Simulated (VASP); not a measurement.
A run of VASP 6.6.1:

File INCAR:

```
SYSTEM = Hf4Br
ALGO = Normal
EDIFF = 1E-6
ENCUT = 520
GGA = PE
ISIF = 2
ISMEAR = 0
LASPH = .True.
LCHARG = .True.
LELF = .True.
LREAL = .False.
LVHAR = .True.
LWAVE = .False.
NBANDS = 32
NELM = 80
PREC = Accurate
SIGMA = 0.1
```

The input KPOINTS:

```
k-points
0
Gamma
  8 8 8
  0 0 0
```

POSCAR

```
Hf4Br
1.0
    5.2587444207      0.0000000000      0.0000000000
    0.0000000000      5.2587444207      0.0000000000
    0.0000000000      0.0000000000      5.2587444207
Hf Br
4 1
Direct
    0.5000000000      0.5000000000      0.5000000000
    0.0000000000      0.5000000000      0.5000000000
    0.5000000000      0.0000000000      0.5000000000
    0.5000000000      0.5000000000      0.0000000000
    0.0000000000      0.0000000000      0.0000000000
```

Potentials or basis: VASP PAW PBE potentials, release 64 (Hf_pv, Br).

The run is started by

```console
$ cat potpaw_PBE.64/Hf_pv/POTCAR potpaw_PBE.64/Br/POTCAR > POTCAR
$ mpirun -np 1 vasp_std > vasp.out
```

Hardware: 1 thread of Intel(R) Xeon(R) 6975P-C (Granite Rapids) (shared host).

**Question.** How long does it take, and how much memory?

**Answer.** It took 62 s on 1 thread of Intel(R) Xeon(R) 6975P-C (Granite Rapids), with other jobs on the host, peak memory 0.32 GiB. Counts: scf iterations 14, k points 35.
